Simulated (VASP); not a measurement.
# Hf3Te (I4/mmm) in VASP: single point with PBE

Aim: the single point of Hf3Te with PBE.

All numbers are computed with VASP 6.6.1; they aren't measurements. Logs are shortened: lines on timing, memory, paths and dates and some standing lists are left out, and cuts for length are marked.

## 1. The cell of the first run

Symmetry: I4/mmm, No. 139, tetragonal system. Conventional cell: a = 4.358 Å, b = 4.358 Å, c = 9.312 Å, α = 90.00°, β = 90.00°, γ = 90.00°. Hf (site symmetry 4/mmm) has 4 Te at 3.08 Å and 8 Hf at 3.19 Å within 4.1 Å. Within 4.1 Å of Hf (site symmetry -4m2) lie 8 Hf at 3.08 to 3.19 Å and 4 Te at 3.19 Å. Te (site symmetry 4/mmm) has 12 Hf at 3.08 to 3.19 Å within 4.1 Å.

## 2. Single point, PBE

Contents of INCAR:

```
SYSTEM = Hf3Te
PREC = Accurate
ENCUT = 520
EDIFF = 1E-6
ISMEAR = 0
SIGMA = 0.1
LREAL = .False.
LASPH = .True.
NELM = 100
ALGO = Normal
ISIF = 2
LWAVE = .False.
LCHARG = .False.
GGA = PE
NBANDS = 26
```

Contents of KPOINTS:

```
Automatic mesh
0
Gamma
  16 16 16
  0 0 0
```

Contents of POSCAR:

```
Hf3Te
1.0
   -2.1791382488      2.1791382488      4.6558007017
    2.1791382488     -2.1791382488      4.6558007017
    2.1791382488      2.1791382488     -4.6558007017
Hf Te
3 1
Direct
    0.5000000000      0.5000000000      0.0000000000
    0.2500000000      0.7500000000      0.5000000000
    0.7500000000      0.2500000000      0.5000000000
    0.0000000000      0.0000000000      0.0000000000
```

Potentials or basis: VASP PAW PBE potentials, release 64 (Hf_pv, Te).

On the command line:

```sh
$ cat potpaw_PBE.64/Hf_pv/POTCAR potpaw_PBE.64/Te/POTCAR > POTCAR
$ mpirun -np 1 vasp_std > vasp.out
```

OUTCAR:

```text
SYSTEM = Hf3Te
   PREC = Accurate
   ENCUT = 520
   EDIFF = 1E-6
   ISMEAR = 0
   LREAL = .False.
   LASPH = .True.
   NELM = 100
   ISIF = 2
   GGA = PE

 ion  position               nearest neighbor table
   1  0.500  0.500  0.000-   4 3.08   4 3.08   4 3.08   4 3.08   3 3.19   2 3.19   3 3.19   3 3.19
                             2 3.19   2 3.19   3 3.19   2 3.19
   2  0.250  0.750  0.500-   3 3.08   3 3.08   3 3.08   3 3.08   4 3.19   1 3.19   4 3.19   1 3.19
                             4 3.19   4 3.19   1 3.19   1 3.19
   3  0.750  0.250  0.500-   2 3.08   2 3.08   2 3.08   2 3.08   4 3.19   1 3.19   4 3.19   4 3.19
                             1 3.19   1 3.19   4 3.19   1 3.19
   4  0.000  0.000  0.000-   1 3.08   1 3.08   1 3.08   1 3.08   3 3.19   2 3.19   3 3.19   2 3.19
                             3 3.19   3 3.19   2 3.19   2 3.19

  LATTYP: Found a body centered tetragonal cell.
 ALAT       =     4.3582764976
 C/A-ratio  =     2.1365329640

  Lattice vectors:

 A1 = (  -2.1791382488,   2.1791382488,   4.6558007017)
 A2 = (   2.1791382488,  -2.1791382488,   4.6558007017)
 A3 = (   2.1791382488,   2.1791382488,  -4.6558007017)

Analysis of symmetry for initial positions (statically):
=====================================================================
 Subroutine PRICEL returns:
 Original cell was already a primitive cell.

 Routine SETGRP: Setting up the symmetry group for a
 body centered tetragonal supercell.

 Subroutine GETGRP returns: Found 16 space group operations
 (whereof 16 operations were pure point group operations)
 out of a pool of 16 trial point group operations.

The static configuration has the point symmetry D_4h.

Analysis of symmetry for dynamics (positions and initial velocities):
=====================================================================
 Subroutine PRICEL returns:
 Original cell was already a primitive cell.

 Routine SETGRP: Setting up the symmetry group for a
 body centered tetragonal supercell.

 Subroutine GETGRP returns: Found 16 space group operations
 (whereof 16 operations were pure point group operations)
 out of a pool of 16 trial point group operations.

The dynamic configuration has the point symmetry D_4h.

 Subroutine INISYM returns: Found 16 space group operations
 (whereof 16 operations are pure point group operations),
 and found     1 'primitive' translations

----------------------------------------------------------------------------------------

                                     Primitive cell

  volume of cell :      88.4350

  direct lattice vectors                    reciprocal lattice vectors
    -2.179138249  2.179138249  4.655800702     0.000000000  0.229448499  0.107392913
     2.179138249 -2.179138249  4.655800702     0.229448499  0.000000000  0.107392913
     2.179138249  2.179138249 -4.655800702     0.229448499  0.229448499  0.000000000

  length of vectors
     5.583347310  5.583347310  5.583347310     0.253337426  0.253337426  0.324489179

  position of ions in fractional coordinates (direct lattice)
     0.500000000  0.500000000  0.000000000
     0.250000000  0.750000000  0.500000000
     0.750000000  0.250000000  0.500000000
     0.000000000  0.000000000  0.000000000

  ion indices of the primitive-cell ions
   primitive index   ion index
                 1           1
                 2           2
                 3           3
                 4           4

----------------------------------------------------------------------------------------

 KPOINTS: Automatic mesh

Automatic generation of k-mesh.
 Grid dimensions read from file:
 generate k-points for:   16   16   16

 Generating k-lattice:

  Cartesian coordinates                     Fractional coordinates (reciprocal lattice)
     0.000000000  0.014340531  0.006712057     0.062500000  0.000000000  0.000000000
     0.014340531  0.000000000  0.006712057     0.000000000  0.062500000  0.000000000
     0.014340531  0.014340531  0.000000000     0.000000000  0.000000000  0.062500000

  Length of vectors
     0.015833589  0.015833589  0.020280574

  Shift w.r.t. Gamma in fractional coordinates (k-lattice)
     0.000000000  0.000000000  0.000000000

 Subroutine IBZKPT returns following result:
 ===========================================

 Found    349 irreducible k-points:

 Following reciprocal coordinates:
            Coordinates               Weight
  0.000000  0.000000  0.000000      1.000000
  0.062500  0.000000  0.000000      8.000000
  0.125000  0.000000  0.000000      8.000000
  0.187500  0.000000 -0.000000      8.000000
  0.250000  0.000000  0.000000      8.000000
  0.312500 -0.000000  0.000000      8.000000
[... 16 lines left out ...]
 -0.125000  0.062500  0.000000     16.000000
 -0.062500  0.062500  0.000000      4.000000
 [... further k-points ...]
   k-points           NKPTS =    349   k-points in BZ     NKDIM =    349   number of bands    NBANDS=     26
   number of dos      NEDOS =    301   number of ions     NIONS =      4
   total plane-waves  NPLWV =  74088
   dimension x,y,z NGX =    42 NGY =   42 NGZ =   42
   dimension x,y,z NGXF=    84 NGYF=   84 NGZF=   84
   ions per type =               3   1
   NGX,Y,Z   is equivalent  to a cutoff of  12.51, 12.51, 12.51 a.u.
   NGXF,Y,Z  is equivalent  to a cutoff of  25.01, 25.01, 25.01 a.u.
 SYSTEM =  Hf3Te
   PREC   = accura    normal or accurate (medium, high low for compatibility)
   ISTART =      0    job   : 0-new  1-cont  2-samecut
   ICHARG =      2    charge: 1-file 2-atom 10-const
   ISPIN  =      1    spin polarized calculation?
   LNONCOLLINEAR =      F non collinear calculations
   LSORBIT =      F    spin-orbit coupling
   LASPH  =      T    aspherical Exc in radial PAW
   ENCUT  =  520.0 eV  38.22 Ry    6.18 a.u.  10.38 10.38 10.38*2*pi/ulx,y,z
   NELM   =    100;   NELMIN=  2; NELMDL= -5     # of ELM steps
   EDIFF  = 0.1E-05   stopping-criterion for ELM
   LREAL  =      F    real-space projection
   EDIFFG = 0.1E-04   stopping-criterion for IOM
   NSW    =      0    number of steps for IOM
   IBRION =     -1    ionic relax: 0-MD 1-quasi-New 2-CG
   NFREE  =      0    steps in history (QN), initial steepest desc. (CG)
   ISIF   =      2    stress and relaxation
   ISYM   =      2    0-nonsym 1-usesym 2-fastsym
   POTIM  = 0.5000    time-step for ionic-motion
   TEBEG  =    0.0;   TEEND  =   0.0 temperature during run
   PSTRESS=    0.0 pullay stress
   NELECT =      36.0000    total number of electrons
   NUPDOWN=      -1.0000    fix difference up-down
   EMIN   =  10.00;   EMAX   =-10.00  energy-range for DOS
   EFERMI =   0.00;   METHOD = LEGACY
   ISMEAR =     0;   SIGMA  =   0.10  broadening in eV -4-tet -1-fermi 0-gaus
   EFERMI_NEDOS =   21; number of points for ismear=-14 and -15
   IALGO  =     38    algorithm
   IMIX   =      4    mixing-type and parameters
     AMIX     =   0.40;   BMIX     =  1.00
     AMIX_MAG =   1.60;   BMIX_MAG =  1.00
  volume/ion in A,a.u.               =      22.11       149.20
  Fermi-wavevector in a.u.,A,eV,Ry     =   1.213299  2.292802 20.029047  1.472093
  Thomas-Fermi vector in A             =   2.348755
   LORBIT       =      0    0 simple, 1 ext, 2 COOP (PROOUT), +10 PAW based schemes
   GGA     = PE    functional components
   LHFCALC =     F    Hartree Fock is set to
   AEXX    =    0.0000 exact exchange contribution
   IVDW    =     0    specifies the selected vdW correction
   LEPSILON=     F    determine dielectric tensor
   LRPA    =     F    only Hartree local field effects (RPA)
 non-spin polarized calculation
 Gauss-broadening in eV      SIGMA  =   0.10
  energy-cutoff  :      520.00
  volume of cell :       88.43
 maximum number of plane-waves:      2413
 NGX is ok and might be reduce to    42
   NGX = 21   NGY = 21   NGZ = 21

 number of electron      36.0000000 magnetization

 Free energy of the ion-electron system (eV)
  ---------------------------------------------------
  ext. energy  EPLUGINS =         0.00000000
  ---------------------------------------------------
  free energy    TOTEN  =       -33.35866109 eV

  energy without entropy =      -33.33121477  energy(sigma->0) =      -33.34493793

 E-fermi :   6.9742     XC(G=0): -11.3047

 val. band max:        6.9740488803   @ k =  -0.0625  -0.1250   0.0625
 cond. band min:       6.9763501381   @ k =  -0.1875   0.1250   0.0000
 fundamental gap:      0.0023012578
 Fermi energy:         6.9741836062

 k-point     1 :       0.0000    0.0000    0.0000
  band No.  band energies     occupation
      1     -24.0516      2.00000
      2     -23.9256      2.00000
      3     -23.9256      2.00000
      4     -23.8517      2.00000
      5     -23.8517      2.00000
      6     -23.8183      2.00000
[... 18 lines left out ...]
     25       9.8881      0.00000
     26       9.8881      0.00000

 k-point     2 :       0.0625    0.0000    0.0000
  band No.  band energies     occupation
      1     -24.0489      2.00000
      2     -23.9250      2.00000
      3     -23.9238      2.00000
      4     -23.8669      2.00000
      5     -23.8491      2.00000
      6     -23.8010      2.00000
[... 18 lines left out ...]
     25       9.9795      0.00000
     26      10.0188      0.00000

 k-point     3 :       0.1250    0.0000    0.0000
  band No.  band energies     occupation
      1     -24.0408      2.00000
      2     -23.9285      2.00000
      3     -23.9191      2.00000
      4     -23.8817      2.00000
      5     -23.8410      2.00000
      6     -23.7747      2.00000
[... 18 lines left out ...]
     25      10.1727      0.00000
     26      10.2200      0.00000

 k-point     4 :       0.1875    0.0000   -0.0000
  band No.  band energies     occupation
      1     -24.0287      2.00000
      2     -23.9424      2.00000
      3     -23.9128      2.00000
      4     -23.8786      2.00000
      5     -23.8267      2.00000
      6     -23.7499      2.00000
[... 18 lines left out ...]
     25      10.2327      0.00000
     26      10.5264      0.00000
[... 496 lines left out ...]
      1     -24.0305      2.00000
      2     -23.9407      2.00000
      3     -23.9214      2.00000
      4     -23.8606      2.00000
      5     -23.8374      2.00000
      6     -23.7467      2.00000
[... 18 lines left out ...]
     25      10.1302      0.00000
     26      10.3373      0.00000

 k-point    23 :      -0.1250    0.0625    0.0000
  band No.  band energies     occupation
      1     -24.0416      2.00000
      2     -23.9307      2.00000
      3     -23.9087      2.00000
      4     -23.8807      2.00000
      5     -23.8502      2.00000
      6     -23.7694      2.00000
[... 18 lines left out ...]
     25       9.9584      0.00000
     26      10.0592      0.00000

 k-point    24 :      -0.0625    0.0625    0.0000
  band No.  band energies     occupation
      1     -24.0478      2.00000
      2     -23.9287      2.00000
      3     -23.9062      2.00000
      4     -23.8815      2.00000
      5     -23.8524      2.00000
      6     -23.7907      2.00000
[... 18 lines left out ...]
     25       9.8605      0.00000
     26       9.8872      0.00000

 [... further k-points ...]
[... 5 lines left out ...]
  --------------------------------------------------------------------------------------
  -------------------------------------------------------------------------------------
  Total       -0.2265250     -0.2265250     -0.2122388      0.0000000      0.0000000      0.0000000
  in kB       -4.1039576     -4.1039576     -3.8451332      0.0000000      0.0000000      0.0000000
  external PRESSURE =      -4.0176828 kB  Pullay stress =       0.0000000 kB

 VOLUME and BASIS-vectors are now :
 -----------------------------------------------------------------------------
  energy-cutoff  :      520.00
  volume of cell :       88.43
      direct lattice vectors                 reciprocal lattice vectors
    -2.179138249  2.179138249  4.655800702     0.000000000  0.229448499  0.107392913
     2.179138249 -2.179138249  4.655800702     0.229448499  0.000000000  0.107392913
     2.179138249  2.179138249 -4.655800702     0.229448499  0.229448499  0.000000000

 POSITION                                       TOTAL-FORCE (eV/Angst)
 -----------------------------------------------------------------------------------
      0.00000      0.00000      4.65580         0.000000     -0.000000     -0.000000
      2.17914      0.00000      2.32790         0.000000     -0.000000      0.000000
      0.00000      2.17914      2.32790        -0.000000      0.000000     -0.000000
      0.00000      0.00000      0.00000         0.000000     -0.000000     -0.000000
 -----------------------------------------------------------------------------------
    total drift:                               -0.000000      0.000000      0.000000

  FREE ENERGIE OF THE ION-ELECTRON SYSTEM (eV)
  ---------------------------------------------------
  free  energy   TOTEN  =       -33.3586610925 eV

  energy  without entropy=      -33.3312147719  energy(sigma->0) =      -33.34493793
```

Run time: 12 min. Hardware: 1 thread of Intel Xeon Platinum 8488C (Sapphire Rapids), shared host; peak memory 0.77 GiB.

Results:

```
Free energy            : -33.3587 eV
Pressure               : -0.4 GPa
Band gap on the k mesh : zero (bands 18 and 19 overlap by 1.59 eV)
```

Caveat: spin-orbit coupling is left out, which moves the levels of the heavy elements.
